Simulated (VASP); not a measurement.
# MoS2 (R-3m) in VASP: single point with r2SCAN

Aim: the single point of MoS2 with r2SCAN.

Everything below comes from runs of VASP 6.6.1. Logs are shortened: lines on timing, memory, paths and dates and some standing lists are left out, and cuts for length are marked.

## 1. The cell of the first run

It takes space group R-3m (No. 166, trigonal). Conventional cell: a = 3.171 Å, b = 3.171 Å, c = 18.345 Å, α = 90.00°, β = 90.00°, γ = 120.00°. Within 3.2 Å of Mo (site symmetry -3m) lie 6 S at 2.39 Å and 6 Mo at 3.17 Å. Within 3.2 Å of S (site symmetry 3m) lie 3 Mo at 2.39 Å and 6 S at 3.17 Å.

## 2. Single point, r2SCAN

POSCAR reads:

```
MoS2
1.0
    1.5855000000      0.9153888518      6.1149966667
   -1.5855000000      0.9153888518      6.1149966667
    0.0000000000     -1.8307777036      6.1149966667
Mo S
1 2
Direct
    0.0000000000      0.0000000000      0.0000000000
    0.7500000000      0.7500000000      0.7500000000
    0.2500000000      0.2500000000      0.2500000000
```

INCAR.step1 reads:

```
SYSTEM = MoS2
ALGO = Normal ; EDIFF = 1E-4
ENCUT = 520 ; GGA = PE
ISMEAR = 0 ; LASPH = .TRUE.
LCHARG = .FALSE. ; LREAL = .FALSE.
LWAVE = .TRUE. ; NBANDS = 20
NELECT = 26.1 ; NELM = 60
PREC = Accurate ; SIGMA = 0.05
```

INCAR.step2 reads:

```
SYSTEM = MoS2
ALGO = Normal ; EDIFF = 1E-6
ENCUT = 520 ; ISIF = 2
ISMEAR = 0 ; ISTART = 1
LASPH = .TRUE. ; LCHARG = .FALSE.
LMIXTAU = .TRUE. ; LREAL = .FALSE.
LWAVE = .FALSE. ; METAGGA = R2SCAN
NBANDS = 20 ; NELECT = 26.1
NELM = 60 ; PREC = Accurate
SIGMA = 0.05
```

KPOINTS reads:

```
k-points
0
G
  12 12 12
  0 0 0
```

Potentials or basis: VASP PAW PBE potentials, release 64 (Mo_sv, S).

The run is started by

```sh
> cat potpaw_PBE.64/Mo_sv/POTCAR potpaw_PBE.64/S/POTCAR > POTCAR
> cp INCAR.step1 INCAR
> mpirun -np 1 vasp_std > vasp.out
> cp INCAR.step2 INCAR
> mpirun -np 1 vasp_std > vasp.out
```

OUTCAR:

```text
SYSTEM = MoS2
   EDIFF = 1E-6
   ENCUT = 520
   ISIF = 2
   ISMEAR = 0
   ISTART = 1
   LASPH = .TRUE.
   LREAL = .FALSE.
   METAGGA = R2SCAN
   NELECT = 26.1
   NELM = 60
   PREC = Accurate

 ion  position               nearest neighbor table
   1  0.000  0.000  0.000-   2 2.39   3 2.39   2 2.39   2 2.39   3 2.39   3 2.39
   2  0.750  0.750  0.750-   1 2.39   1 2.39   1 2.39
   3  0.250  0.250  0.250-   1 2.39   1 2.39   1 2.39

  LATTYP: Found a trigonal (rhomboedric) cell.
 ALAT       =     6.3831756386
 COS(alpha) =     0.8766074614

  Lattice vectors:

 A1 = (   1.5855000000,   0.9153888518,   6.1149966667)
 A2 = (  -1.5855000000,   0.9153888518,   6.1149966667)
 A3 = (   0.0000000000,  -1.8307777036,   6.1149966667)

Analysis of symmetry for initial positions (statically):
=====================================================================
 Subroutine PRICEL returns:
 Original cell was already a primitive cell.

 Routine SETGRP: Setting up the symmetry group for a
 trigonal (rhombohedral) supercell.

 Subroutine GETGRP returns: Found 12 space group operations
 (whereof 12 operations were pure point group operations)
 out of a pool of 12 trial point group operations.

The static configuration has the point symmetry D_3d.

Analysis of symmetry for dynamics (positions and initial velocities):
=====================================================================
 Subroutine PRICEL returns:
 Original cell was already a primitive cell.

 Routine SETGRP: Setting up the symmetry group for a
 trigonal (rhombohedral) supercell.

 Subroutine GETGRP returns: Found 12 space group operations
 (whereof 12 operations were pure point group operations)
 out of a pool of 12 trial point group operations.

The dynamic configuration has the point symmetry D_3d.

 Subroutine INISYM returns: Found 12 space group operations
 (whereof 12 operations are pure point group operations),
 and found     1 'primitive' translations

----------------------------------------------------------------------------------------

                                     Primitive cell

  volume of cell :      53.2500

  direct lattice vectors                    reciprocal lattice vectors
     1.585500000  0.915388852  6.114996667     0.315357931  0.182071986  0.054510796
[... 83 lines left out ...]
   LNONCOLLINEAR =      F non collinear calculations
   LSORBIT =      F    spin-orbit coupling
   LASPH  =      T    aspherical Exc in radial PAW
   ENCUT  =  520.0 eV  38.22 Ry    6.18 a.u.  11.87 11.87 11.87*2*pi/ulx,y,z
   NELM   =     60;   NELMIN=  2; NELMDL=  0     # of ELM steps
   EDIFF  = 0.1E-05   stopping-criterion for ELM
   LREAL  =      F    real-space projection
   EDIFFG = 0.1E-04   stopping-criterion for IOM
   NSW    =      0    number of steps for IOM
   IBRION =     -1    ionic relax: 0-MD 1-quasi-New 2-CG
   NFREE  =      0    steps in history (QN), initial steepest desc. (CG)
   ISIF   =      2    stress and relaxation
   ISYM   =      2    0-nonsym 1-usesym 2-fastsym
   POTIM  = 0.5000    time-step for ionic-motion
   TEBEG  =    0.0;   TEEND  =   0.0 temperature during run
   PSTRESS=    0.0 pullay stress
   NELECT =      26.1000    total number of electrons
   NUPDOWN=      -1.0000    fix difference up-down
   EMIN   =  10.00;   EMAX   =-10.00  energy-range for DOS
   EFERMI =   0.00;   METHOD = LEGACY
   ISMEAR =     0;   SIGMA  =   0.05  broadening in eV -4-tet -1-fermi 0-gaus
   EFERMI_NEDOS =   21; number of points for ismear=-14 and -15
   IALGO  =     38    algorithm
   IMIX   =      4    mixing-type and parameters
     AMIX     =   0.40;   BMIX     =  1.00
     AMIX_MAG =   1.60;   BMIX_MAG =  1.00
  volume/ion in A,a.u.               =      17.75       119.78
  Fermi-wavevector in a.u.,A,eV,Ry     =   1.290769  2.439200 22.668460  1.666085
  Thomas-Fermi vector in A             =   2.422580
   LORBIT       =      0    0 simple, 1 ext, 2 COOP (PROOUT), +10 PAW based schemes
   METAGGA = R2SCAN    functional components
   LHFCALC =     F    Hartree Fock is set to
   AEXX    =    0.0000 exact exchange contribution
   IVDW    =     0    specifies the selected vdW correction
   LEPSILON=     F    determine dielectric tensor
   LRPA    =     F    only Hartree local field effects (RPA)
 non-spin polarized calculation
 Gauss-broadening in eV      SIGMA  =   0.05
  energy-cutoff  :      520.00
  volume of cell :       53.25
 maximum number of plane-waves:      1448
   NGX = 23   NGY = 23   NGZ = 23

 number of electron      26.0999998 magnetization

 Free energy of the ion-electron system (eV)
  ---------------------------------------------------
  ext. energy  EPLUGINS =         0.00000000
  ---------------------------------------------------
  free energy    TOTEN  =       -43.32430552 eV

  energy without entropy =      -43.32143299  energy(sigma->0) =      -43.32286925

 E-fermi :   7.7807     XC(G=0): -11.5330

 val. band max:        7.7788072830   @ k =   0.2500   0.1667   0.1667
 cond. band min:       7.7879261287   @ k =  -0.3333   0.4167   0.1667
 fundamental gap:      0.0091188456
 Fermi energy:         7.7807183955

 k-point     1 :       0.0000    0.0000    0.0000
  band No.  band energies     occupation
      1     -55.9991      2.00000
      2     -29.3637      2.00000
      3     -29.2604      2.00000
      4     -29.2604      2.00000
      5      -8.2240      2.00000
      6      -6.5156      2.00000
[... 541 lines left out ...]
     19      15.9692      0.00000
     20      16.7449      0.00000

 [... further k-points ...]

------------------------ aborting loop because EDIFF is reached ----------------------------------------

  FORCE on cell =-STRESS in cart. coord.  units (eV):
  Direction    XX          YY          ZZ          XY          YZ          ZX
  --------------------------------------------------------------------------------------
  -------------------------------------------------------------------------------------
  Total        3.5273201      3.5273201      4.0128068      0.0000000     -0.0000000      0.0000000
  in kB      106.1294989    106.1294989    120.7367538      0.0000000     -0.0000000      0.0000000
  external PRESSURE =     110.9985839 kB  Pullay stress =       0.0000000 kB

 VOLUME and BASIS-vectors are now :
 -----------------------------------------------------------------------------
  energy-cutoff  :      520.00
  volume of cell :       53.25
      direct lattice vectors                 reciprocal lattice vectors
     1.585500000  0.915388852  6.114996667     0.315357931  0.182071986  0.054510796
    -1.585500000  0.915388852  6.114996667    -0.315357931  0.182071986  0.054510796
     0.000000000 -1.830777704  6.114996667     0.000000000 -0.364143973  0.054510796

 POSITION                                       TOTAL-FORCE (eV/Angst)
 -----------------------------------------------------------------------------------
      0.00000      0.00000      0.00000         0.000000     -0.000000      0.000000
      0.00000      0.00000     13.75874         0.000000     -0.000000      0.818078
      0.00000      0.00000      4.58625         0.000000      0.000000     -0.818078
 -----------------------------------------------------------------------------------
    total drift:                               -0.000000      0.000000      0.000000

  FREE ENERGIE OF THE ION-ELECTRON SYSTEM (eV)
  ---------------------------------------------------
  free  energy   TOTEN  =       -43.3243055159 eV

  energy  without entropy=      -43.3214329934  energy(sigma->0) =      -43.32286925
```

OUTCAR.step1:

```text
SYSTEM = MoS2
   EDIFF = 1E-4
   ENCUT = 520
   GGA = PE
   ISMEAR = 0
   LASPH = .TRUE.
   LREAL = .FALSE.
   NELECT = 26.1
[... 776 lines left out ...]
      0.00000      0.00000      0.00000         0.000000      0.000000      0.000000
      0.00000      0.00000     13.75874        -0.000000      0.000000      1.030730
      0.00000      0.00000      4.58625        -0.000000     -0.000000     -1.030730
 -----------------------------------------------------------------------------------
    total drift:                               -0.000000     -0.000000      0.000000

  FREE ENERGIE OF THE ION-ELECTRON SYSTEM (eV)
  ---------------------------------------------------
  free  energy   TOTEN  =       -20.1517646270 eV

  energy  without entropy=      -20.1493001233  energy(sigma->0) =      -20.15053238
```

Wall time 14 min (1 thread of Intel Xeon 6975P-C (Granite Rapids), shared host); peak memory 0.47 GiB.

What came out:

```yaml
Free_energy: -43.3243 eV
Largest_force: 0.818 eV/Å
```

Forces on the atoms (eV/Å):
```
Mo   0.000  0.000  0.000
S    0.000  0.000  0.818
S    0.000  0.000 -0.818
```

Caveat: the cell carries a net charge on a neutralising background, which shifts energy and pressure; the cell is charged against a uniform background, so pressure and absolute levels hang on convention; the PAW data sets were made with another functional, which shifts forces and pressure a little.
